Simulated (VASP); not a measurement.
Runs of VASP 6.6.1 on MgO. The structure is that of space group P-6m2 (No. 187), or close to it. The cells are those of the table. 

```tsv
cell	gap on the mesh (eV)	pressure (GPa)
a = 2.906, b = 2.906, c = 2.739 Å, angles 90.0, 90.0, 120.0°, 2 atoms	2.84	(c)
a = 3.043, b = 3.043, c = 2.498 Å, angles 90.0, 90.0, 120.0°, 2 atoms	(b)	-0.9
a = 2.971, b = 2.971, c = 2.620 Å, angles 90.0, 90.0, 120.0°, 2 atoms	(a)	-3.6
a = 2.875, b = 2.875, c = 2.797 Å, angles 90.0, 90.0, 120.0°, 2 atoms	2.57	-5.5
a = 2.938, b = 2.938, c = 2.680 Å, angles 90.0, 90.0, 120.0°, 2 atoms	2.94	-4.5
a = 3.006, b = 3.006, c = 2.559 Å, angles 90.0, 90.0, 120.0°, 2 atoms	2.39	-2.4
a = 2.846, b = 2.846, c = 2.855 Å, angles 90.0, 90.0, 120.0°, 2 atoms	2.23	-5.7
```

Alike in all rows: task single point; level PBEsol; potentials or basis VASP PAW PBE potentials, release 64 (Mg, O); no spin polarisation; k mesh 7 × 7 × 7; cutoff (eV) 600; smearing fermi-dirac 0.05 eV.

**Question.** Fill in the values left out.

**Answer.** (a) 2.71; (b) 1.97; (c) -5.1.

Caveats: the PAW data sets were made with another functional, which shifts forces and pressure a little.

A k mesh can miss the band edges.
